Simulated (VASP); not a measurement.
Sn, 1 atom in the cell. Symmetry: Immm, No. 71, orthorhombic system. Conventional cell: a = 3.453 Å, b = 3.551 Å, c = 4.677 Å, α = 90.00°, β = 90.00°, γ = 90.00°. Sn (site symmetry mmm) has 14 Sn at 3.41 to 4.68 Å within 4.7 Å. 

* Program: VASP 6.6.1
* Task: single point
* Functional: PBE
* Potentials or basis: VASP PAW PBE potentials, release 64 (Sn_d)
* Cutoff: 520 eV
* k mesh: 11 × 11 × 11
* Occupations: gaussian, width 0.02 eV
* Spin: no spin polarisation
* Dipole correction: no
* Further INCAR settings: ALGO = Normal; EDIFF = 1e-06; NBANDS = 13

Potentials or basis: VASP PAW PBE potentials, release 64 (Sn_d).

Command:

```sh
$ cat potpaw_PBE.64/Sn_d/POTCAR > POTCAR
$ mpirun -np 1 vasp_std > vasp.out
```

Hardware: 1 thread of Intel(R) Xeon(R) 6975P-C (Granite Rapids), on a shared host.

Task: Estimate the wall time of this run.

Result: Run time: 27 s on 1 thread of Intel(R) Xeon(R) 6975P-C (Granite Rapids), on a shared host, peak memory 0.21 GiB. Counts: scf iterations 10, k points 216.
